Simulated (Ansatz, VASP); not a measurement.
## Ga5N6 in VASP and in Ansatz

```xyz
11
Lattice="3.2163 0.0000 0.0000 0.0000 3.2163 0.0000 0.0000 0.0000 26.3712" Properties=species:S:1:pos:R:3 pbc="T T T"
N     0.0000    1.6081    7.6648
N     1.6081    0.0000    9.8039
N     0.0000    1.6081   12.0526
N     1.6081    0.0000   14.3186
N     0.0000    1.6081   16.5673
N     1.6081    0.0000   18.7064
Ga    1.6081    1.6081    8.5937
Ga    0.0000    0.0000   10.9024
Ga    1.6081    1.6081   13.1856
Ga    0.0000    0.0000   15.4688
Ga    1.6081    1.6081   17.7775
```

Alike in both runs: functional PBE; k mesh 8 × 8 × 1; occupations gaussian, width 0.05 eV; no spin polarisation.

Ansatz relaxed the structure, and its values are those at the end. VASP's run is a single point on that final structure, the one shown.

|  | VASP | Ansatz |
| --- | --- | --- |
| version | VASP 6.6.1 | Ansatz 0.2.0 |
| potentials or method | VASP PAW PBE potentials, release 64 (N, Ga_d), cutoff 520 eV | scalar-relativistic, plane waves, PAW |
| valence electrons in the cell | 95 | 95 |

Ansatz gave:

```
gap on the k mesh at the Fermi level (eV) : none
rms of the force components (eV/Å)        : 0.003
```

**Question.** Estimate VASP's values.

**Answer.** gap on the k mesh at the Fermi level (eV): none; rms of the force components (eV/Å): 0.008.

A gap of «none» marks a metal or a gap that the smearing closes. With one functional, cell and mesh, what is left measures potentials, basis and numerics. Ansatz's warnings: xc potential rough in thin density.
